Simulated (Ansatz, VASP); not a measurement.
# One calculation of Pd, two programs

```xyz
1
Lattice="0.0000 1.9449 1.9449 1.9449 0.0000 1.9449 1.9449 1.9449 0.0000" Properties=species:S:1:pos:R:3 pbc="T T T"
Pd    0.0000    0.0000    0.0000
```

Alike in both runs: task relaxation of cell and atoms; functional PBEsol; k mesh 14 × 14 × 14; occupations fermi-dirac, width 0.1 eV; no spin polarisation.

|  | VASP | Ansatz |
| --- | --- | --- |
| version | VASP 6.6.1 | Ansatz 0.2.0 |
| potentials or method | VASP PAW PBE potentials, release 64 (Pd), cutoff 600 eV | plane waves (420 eV) with PAW, scalar-relativistic |
| valence electrons in the cell | 10 | 18 |

Ansatz gave:

```
relaxed volume (Å³/atom)                                     : 14.59
relaxed cell length with the largest relative difference (Å) : 2.743
```

Problem. Estimate VASP's values.

Solution. Relaxed volume (Å³/atom): 14.56; relaxed cell length with the largest relative difference (Å): 2.741.

VASP's potentials were made for PBE, not for PBEsol, and Ansatz warns of the same on its side. VASP's potentials hold 10 valence electrons a cell and Ansatz's 18, so a difference there can come from the potentials and not from the codes.
